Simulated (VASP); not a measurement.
# TePb (P-6m2) in VASP: notebook, part 2 of 2

VASP 6.6.1. The steps go on from the part before.

## (3) Single point, PBE

This run uses another cell than the first one, of 36.02 Å³/atom, 1.020 times its volume.

File INCAR:

```
ALGO     = Normal         # electronic algorithm
EDIFF    = 1E-6           # SCF threshold, eV
ENCUT    = 520            # plane-wave cutoff, eV
GGA      = PE             # functional
ISIF     = 2              # what is computed and relaxed
ISMEAR   = 0              # smearing method
LASPH    = True           # aspherical terms in the spheres
LCHARG   = False          # write CHGCAR
LREAL    = False          # projectors in reciprocal space
LWAVE    = False          # write WAVECAR
NBANDS   = 17             # bands
NELM     = 100            # most SCF steps
PREC     = Accurate       # precision mode
SIGMA    = 0.05           # smearing width, eV
```

File KPOINTS:

```
k-points
0
Gamma
  10 10 8
```

File POSCAR:

```
TePb
1.0
    4.4559662328      0.0000000000      0.0000000000
   -2.2279831164      3.8589799560      0.0000000000
    0.0000000000      0.0000000000      4.1892026525
Pb Te
1 1
Direct
    0.0000000000      0.0000000000      0.0000000000
    0.6666666667      0.3333333333      0.5000000000
```

Potentials or basis: VASP PAW PBE potentials, release 64 (Pb_d, Te).

Command:

```sh
$ cat potpaw_PBE.64/Pb_d/POTCAR potpaw_PBE.64/Te/POTCAR > POTCAR
$ mpirun -np 1 vasp_std > vasp.out
```

OUTCAR:

```text
EDIFF = 1E-6
   ENCUT = 520
   GGA = PE
   ISIF = 2
   ISMEAR = 0
   LASPH = True
   LREAL = False
   NELM = 100
   PREC = Accurate

 ion  position               nearest neighbor table
   1  0.000  0.000  0.000-   2 3.32   2 3.32   2 3.32   2 3.32   2 3.32   2 3.32
   2  0.667  0.333  0.500-   1 3.32   1 3.32   1 3.32   1 3.32   1 3.32   1 3.32

  LATTYP: Found a hexagonal cell.
 ALAT       =     4.4559662328
 C/A-ratio  =     0.9401333928

  Lattice vectors:

 A1 = (   4.4559662328,   0.0000000000,   0.0000000000)
 A2 = (  -2.2279831164,   3.8589799560,   0.0000000000)
 A3 = (   0.0000000000,   0.0000000000,   4.1892026525)

Analysis of symmetry for initial positions (statically):
=====================================================================
 Subroutine PRICEL returns:
 Original cell was already a primitive cell.

 Routine SETGRP: Setting up the symmetry group for a
 hexagonal supercell.

 Subroutine GETGRP returns: Found 12 space group operations
 (whereof 12 operations were pure point group operations)
 out of a pool of 24 trial point group operations.

The static configuration has the point symmetry D_3h.

Analysis of symmetry for dynamics (positions and initial velocities):
=====================================================================
 Subroutine PRICEL returns:
 Original cell was already a primitive cell.

 Routine SETGRP: Setting up the symmetry group for a
 hexagonal supercell.

 Subroutine GETGRP returns: Found 12 space group operations
 (whereof 12 operations were pure point group operations)
 out of a pool of 24 trial point group operations.

The dynamic configuration has the point symmetry D_3h.

 Subroutine INISYM returns: Found 12 space group operations
 (whereof 12 operations are pure point group operations),
 and found     1 'primitive' translations

----------------------------------------------------------------------------------------

                                     Primitive cell

  volume of cell :      72.0354

  direct lattice vectors                    reciprocal lattice vectors
     4.455966233  0.000000000  0.000000000     0.224418218  0.129567918  0.000000000
    -2.227983116  3.858979956  0.000000000     0.000000000  0.259135837  0.000000000
     0.000000000  0.000000000  4.189202652     0.000000000  0.000000000  0.238708910

  length of vectors
     4.455966233  4.455966233  4.189202652     0.259135837  0.259135837  0.238708910

  position of ions in fractional coordinates (direct lattice)
     0.000000000  0.000000000  0.000000000
     0.666666667  0.333333333  0.500000000

  ion indices of the primitive-cell ions
   primitive index   ion index
                 1           1
                 2           2

----------------------------------------------------------------------------------------

 KPOINTS: k-points

Automatic generation of k-mesh.
 Grid dimensions read from file:
 generate k-points for:   10   10    8

 Generating k-lattice:

  Cartesian coordinates                     Fractional coordinates (reciprocal lattice)
     0.022441822  0.012956792  0.000000000     0.100000000  0.000000000  0.000000000
     0.000000000  0.025913584  0.000000000     0.000000000  0.100000000  0.000000000
     0.000000000  0.000000000  0.029838614     0.000000000  0.000000000  0.125000000

  Length of vectors
     0.025913584  0.025913584  0.029838614

  Shift w.r.t. Gamma in fractional coordinates (k-lattice)
     0.000000000  0.000000000  0.000000000

 Subroutine IBZKPT returns following result:
 ===========================================

 Found     70 irreducible k-points:

 Following reciprocal coordinates:
            Coordinates               Weight
  0.000000  0.000000  0.000000      1.000000
  0.100000  0.000000  0.000000      6.000000
  0.200000  0.000000  0.000000      6.000000
  0.300000 -0.000000  0.000000      6.000000
  0.400000  0.000000  0.000000      6.000000
  0.500000 -0.000000  0.000000      3.000000
[... 16 lines left out ...]
  0.300000  0.100000  0.125000     24.000000
  0.400000  0.100000  0.125000     24.000000
 [... further k-points ...]
   k-points           NKPTS =     70   k-points in BZ     NKDIM =     70   number of bands    NBANDS=     17
   number of dos      NEDOS =    301   number of ions     NIONS =      2
   total plane-waves  NPLWV =  41472
   dimension x,y,z NGX =    36 NGY =   36 NGZ =   32
   dimension x,y,z NGXF=    72 NGYF=   72 NGZF=   64
   ions per type =               1   1
   NGX,Y,Z   is equivalent  to a cutoff of  13.43, 13.43, 12.70 a.u.
   NGXF,Y,Z  is equivalent  to a cutoff of  26.86, 26.86, 25.40 a.u.
 SYSTEM =  unknown system
   PREC   = accura    normal or accurate (medium, high low for compatibility)
   ISTART =      0    job   : 0-new  1-cont  2-samecut
   ICHARG =      2    charge: 1-file 2-atom 10-const
   ISPIN  =      1    spin polarized calculation?
   LNONCOLLINEAR =      F non collinear calculations
   LSORBIT =      F    spin-orbit coupling
   LASPH  =      T    aspherical Exc in radial PAW
   ENCUT  =  520.0 eV  38.22 Ry    6.18 a.u.   8.29  8.29  7.79*2*pi/ulx,y,z
   NELM   =    100;   NELMIN=  2; NELMDL= -5     # of ELM steps
   EDIFF  = 0.1E-05   stopping-criterion for ELM
   LREAL  =      F    real-space projection
   EDIFFG = 0.1E-04   stopping-criterion for IOM
   NSW    =      0    number of steps for IOM
   IBRION =     -1    ionic relax: 0-MD 1-quasi-New 2-CG
   NFREE  =      0    steps in history (QN), initial steepest desc. (CG)
   ISIF   =      2    stress and relaxation
   ISYM   =      2    0-nonsym 1-usesym 2-fastsym
   POTIM  = 0.5000    time-step for ionic-motion
   TEBEG  =    0.0;   TEEND  =   0.0 temperature during run
   PSTRESS=    0.0 pullay stress
   NELECT =      20.0000    total number of electrons
   NUPDOWN=      -1.0000    fix difference up-down
   EMIN   =  10.00;   EMAX   =-10.00  energy-range for DOS
   EFERMI =   0.00;   METHOD = LEGACY
   ISMEAR =     0;   SIGMA  =   0.05  broadening in eV -4-tet -1-fermi 0-gaus
   EFERMI_NEDOS =   21; number of points for ismear=-14 and -15
   IALGO  =     38    algorithm
   IMIX   =      4    mixing-type and parameters
     AMIX     =   0.40;   BMIX     =  1.00
     AMIX_MAG =   1.60;   BMIX_MAG =  1.00
  volume/ion in A,a.u.               =      36.02       243.06
  Fermi-wavevector in a.u.,A,eV,Ry     =   1.067996  2.018220 15.519011  1.140615
  Thomas-Fermi vector in A             =   2.203630
   LORBIT       =      0    0 simple, 1 ext, 2 COOP (PROOUT), +10 PAW based schemes
   GGA     = PE    functional components
   LHFCALC =     F    Hartree Fock is set to
   AEXX    =    0.0000 exact exchange contribution
   IVDW    =     0    specifies the selected vdW correction
   LEPSILON=     F    determine dielectric tensor
   LRPA    =     F    only Hartree local field effects (RPA)
 non-spin polarized calculation
 Gauss-broadening in eV      SIGMA  =   0.05
  energy-cutoff  :      520.00
  volume of cell :       72.04
 maximum number of plane-waves:      1963
 NGX is ok and might be reduce to    36
   NGX = 17   NGY = 17   NGZ = 15

 number of electron      19.9999996 magnetization

 Free energy of the ion-electron system (eV)
  ---------------------------------------------------
  ext. energy  EPLUGINS =         0.00000000
  ---------------------------------------------------
  free energy    TOTEN  =        -7.28900756 eV

  energy without entropy =       -7.28830884  energy(sigma->0) =       -7.28865820

 E-fermi :   4.9861     XC(G=0):  -8.9922

 val. band max:        4.9576930632   @ k =   0.2000   0.2000   0.1250
 cond. band min:       5.0189740109   @ k =   0.0000   0.0000   0.5000
 fundamental gap:      0.0612809478
 Fermi energy:         4.9861135989

 k-point     1 :       0.0000    0.0000    0.0000
  band No.  band energies     occupation
      1     -11.8574      2.00000
      2     -11.8574      2.00000
      3     -11.8372      2.00000
      4     -11.8036      2.00000
      5     -11.8036      2.00000
      6      -6.6831      2.00000
[... 9 lines left out ...]
     16      14.3286      0.00000
     17      14.3286      0.00000
[... 441 lines left out ...]
 k-point    24 :       0.4000    0.1000    0.1250
  band No.  band energies     occupation
      1     -11.8637      2.00000
      2     -11.8324      2.00000
      3     -11.8221      2.00000
      4     -11.8158      2.00000
      5     -11.8098      2.00000
      6      -5.4686      2.00000
[... 9 lines left out ...]
     16      13.8731      0.00000
     17      14.9821      0.00000

 [... further k-points ...]

------------------------ aborting loop because EDIFF is reached ----------------------------------------

  FORCE on cell =-STRESS in cart. coord.  units (eV):
  Direction    XX          YY          ZZ          XY          YZ          ZX
  --------------------------------------------------------------------------------------
  -------------------------------------------------------------------------------------
  Total       -0.0199774     -0.0199774     -0.0362430      0.0000000     -0.0000000     -0.0000000
  in kB       -0.4443276     -0.4443276     -0.8061010      0.0000000     -0.0000000     -0.0000000
  external PRESSURE =      -0.5649187 kB  Pullay stress =       0.0000000 kB

 VOLUME and BASIS-vectors are now :
 -----------------------------------------------------------------------------
  energy-cutoff  :      520.00
  volume of cell :       72.04
      direct lattice vectors                 reciprocal lattice vectors
     4.455966233  0.000000000  0.000000000     0.224418218  0.129567918  0.000000000
    -2.227983116  3.858979956  0.000000000     0.000000000  0.259135837  0.000000000
     0.000000000  0.000000000  4.189202652     0.000000000  0.000000000  0.238708910

 POSITION                                       TOTAL-FORCE (eV/Angst)
 -----------------------------------------------------------------------------------
      0.00000      0.00000      0.00000        -0.000000      0.000000      0.000000
      2.22798      1.28633      2.09460         0.000000     -0.000000      0.000000
 -----------------------------------------------------------------------------------
    total drift:                               -0.000000      0.000000     -0.000000

  FREE ENERGIE OF THE ION-ELECTRON SYSTEM (eV)
  ---------------------------------------------------
  free  energy   TOTEN  =        -7.2890075555 eV

  energy  without entropy=       -7.2883088409  energy(sigma->0) =       -7.28865820
```

Run time: 42 s. Hardware: 1 thread of AMD EPYC 9R45 (Zen 5), shared host; peak memory 0.21 GiB.

Results:

* Free energy: -7.2890 eV
* Pressure: -0.1 GPa
* Band gap on the k mesh: zero (band 10 reaches 5.13 eV, above the bottom of band 11 at 4.65 eV)

Caveat: spin-orbit coupling is left out, which moves the levels of the heavy elements.

## (4) Single point, PBEsol

This run uses another cell than the first one, of 36.02 Å³/atom, 1.020 times its volume.

File INCAR:

```
SYSTEM = TePb
PREC = Accurate
ENCUT = 520
EDIFF = 1E-6
ISMEAR = 0
SIGMA = 0.05
LREAL = .FALSE.
LASPH = .TRUE.
NELM = 80
ALGO = Normal
ISIF = 2
LWAVE = .FALSE.
LCHARG = .FALSE.
GGA = PS
NBANDS = 17
```

File KPOINTS:

```
regular mesh
0
G
  10 10 8
  0 0 0
```

POSCAR is that of step 3.

Command:

```sh
$ cat potpaw_PBE.64/Pb_d/POTCAR potpaw_PBE.64/Te/POTCAR > POTCAR
$ mpirun -np 1 vasp_std > vasp.out
```

Run time: 40 s. Hardware: 1 thread of AMD EPYC 9R45 (Zen 5), shared host; peak memory 0.22 GiB.

The run converged. Its results:

- Free energy: -7.9862 eV
- Pressure: -2.3 GPa
- Band gap on the k mesh: zero (band 10 reaches 4.98 eV, above the bottom of band 11 at 4.44 eV)

Stress tensor (GPa, compression positive):
```
-2.13  0.00  0.00
 0.00 -2.13  0.00
 0.00  0.00 -2.51
```

Levels at points of the mesh, in eV from the Fermi level:
| k point | band 7 | band 8 | band 9 | band 10 | band 11 | band 12 | band 13 | band 14 |
| --- | --- | --- | --- | --- | --- | --- | --- | --- |
| (0.00, 0.00, 0.00) | -6.19 | -1.71 | -1.01 | -1.01 | 2.71 | 2.71 | 4.26 | 5.65 |
| (0.50, 0.00, 0.00) | -8.20 | -2.14 | -1.67 | -0.45 | 1.95 | 2.65 | 4.47 | 4.73 |
| (0.00, 0.00, 0.50) | -8.71 | -0.18 | -0.18 | 0.03 | 1.08 | 2.51 | 2.51 | 7.00 |
| (0.50, 0.00, 0.50) | -7.69 | -3.59 | -3.59 | -0.69 | 1.34 | 2.55 | 2.56 | 8.50 |

Caveat: the PAW data sets were made with another functional, which shifts forces and pressure a little; spin-orbit coupling is left out, which moves the levels of the heavy elements.

## (5) Single point, LDA

This run uses another cell than the first one, of 36.02 Å³/atom, 1.020 times its volume.

File INCAR:

```
  PREC = Accurate
  ENCUT = 520
  EDIFF = 1E-6
  ISMEAR = 0
  SIGMA = 0.05
  LREAL = F
  LASPH = T
  NELM = 100
  ALGO = Normal
  ISIF = 2
  LWAVE = F
  LCHARG = F
  NBANDS = 17
```

File KPOINTS:

```
regular mesh
0
Gamma
  10 10 8
```

POSCAR is that of step 4.

Potentials or basis: VASP PAW LDA potentials, release 64 (Pb_d, Te).

Command:

```sh
$ cat potpaw_LDA.64/Pb_d/POTCAR potpaw_LDA.64/Te/POTCAR > POTCAR
$ mpirun -np 1 vasp_std > vasp.out
```

It took 37 s on 1 thread of AMD EPYC 9R45 (Zen 5), shared host; peak memory 0.19 GiB.

The run converged. Its results:

| Quantity | Value |
| --- | --- |
| Free energy | -8.4516 eV |
| Pressure | -3.4 GPa |
| Band gap on the k mesh | zero (band 10 reaches 4.91 eV, above the bottom of band 11 at 4.35 eV) |

Stress tensor (GPa, compression positive):
```
-3.17  0.00  0.00
 0.00 -3.17  0.00
 0.00  0.00 -3.77
```

Levels at points of the mesh, in eV from the Fermi level:
```
           k point  band 6  band 7  band 8  band 9  band 10  band 11  band 12  band 13  band 14  band 15
(0.00, 0.00, 0.00)  -11.71   -6.24   -1.71   -1.01    -1.01     2.68     2.68     4.32     5.57     5.69
(0.50, 0.00, 0.00)  -10.57   -8.22   -2.14   -1.67    -0.45     1.93     2.61     4.51     4.66     9.19
(0.00, 0.00, 0.50)  -10.51   -8.73   -0.17   -0.17     0.04     1.05     2.46     2.46     7.02     7.02
(0.50, 0.00, 0.50)   -9.90   -7.72   -3.58   -3.58    -0.68     1.31     2.54     2.54     8.46     9.57
```

Caveat: spin-orbit coupling is left out, which moves the levels of the heavy elements.

## (6) Single point, PBE (volume scaled by 1.020)

INCAR: that of step 5 with these lines changed.

```diff
@@ -12,2 +12,3 @@
   LCHARG = F
+  GGA = PE
   NBANDS = 17
```

KPOINTS is that of step 5.

File POSCAR:

```
TePb
1.0
    4.4947817054      0.0000000000      0.0000000000
   -2.2473908527      3.8925951413      0.0000000000
    0.0000000000      0.0000000000      4.1995051169
Pb Te
1 1
Direct
    0.0000000000      0.0000000000      0.0000000000
    0.6666666667      0.3333333333      0.5000000000
```

Potentials or basis: VASP PAW PBE potentials, release 64 (Pb_d, Te).

Command:

```sh
$ cat potpaw_PBE.64/Pb_d/POTCAR potpaw_PBE.64/Te/POTCAR > POTCAR
$ mpirun -np 1 vasp_std > vasp.out
```

It took 39 s on 1 thread of AMD EPYC 9R45 (Zen 5), shared host; peak memory 0.22 GiB.

The run converged. Its results:

| Item | Value |
| --- | --- |
| Free energy | -7.2862 eV |
| Pressure | -0.7 GPa |
| Band gap on the k mesh | zero (band 10 reaches 4.90 eV, above the bottom of band 11 at 4.51 eV) |

Levels at points of the mesh, in eV from the Fermi level:
```
           k point  band 6  band 7  band 8  band 9  band 10  band 11  band 12  band 13  band 14  band 15
(0.00, 0.00, 0.00)  -11.56   -6.23   -1.61   -1.01    -1.01     2.69     2.69     4.36     5.56     5.76
(0.50, 0.00, 0.00)  -10.46   -8.15   -2.10   -1.61    -0.41     1.99     2.68     4.57     4.65     9.25
(0.00, 0.00, 0.50)  -10.38   -8.61   -0.19   -0.19    -0.04     1.08     2.48     2.48     7.00     7.00
(0.50, 0.00, 0.50)   -9.81   -7.66   -3.48   -3.47    -0.68     1.36     2.58     2.60     8.43     9.54
```

Caveat: the cell differs from its parent crystal (volume scaled by 1.020); spin-orbit coupling is left out, which moves the levels of the heavy elements.

## (7) The runs side by side

```tsv
level	potentials or basis	cell	gap on the mesh (eV)	pressure (GPa)
PBE	VASP PAW PBE potentials, release 64 (Pb_d, Te)	a = 4.418, b = 4.418, c = 4.175 Å, angles 90.0, 90.0, 120.0°, 2 atoms	none	0.7
PBE	VASP PAW PBE potentials, release 64 (Pb_d, Te)	a = 4.456, b = 4.456, c = 4.189 Å, angles 90.0, 90.0, 120.0°, 2 atoms	none	-0.1
PBEsol	VASP PAW PBE potentials, release 64 (Pb_d, Te)	a = 4.456, b = 4.456, c = 4.189 Å, angles 90.0, 90.0, 120.0°, 2 atoms	none	-2.3
LDA	VASP PAW LDA potentials, release 64 (Pb_d, Te)	a = 4.456, b = 4.456, c = 4.189 Å, angles 90.0, 90.0, 120.0°, 2 atoms	none	-3.4
PBE	VASP PAW PBE potentials, release 64 (Pb_d, Te)	a = 4.495, b = 4.495, c = 4.200 Å, angles 90.0, 90.0, 120.0°, 2 atoms	none	-0.7
```

Alike in all rows: task single point; no spin polarisation; k mesh 10 × 10 × 8; cutoff (eV) 520; smearing gaussian 0.05 eV.

Caveats: spin-orbit coupling is left out, which moves the levels of the heavy elements; the PAW data sets were made with another functional, which shifts forces and pressure a little (some runs).

Total energies depend on the potentials used, so only differences within one code and one set of settings carry meaning.
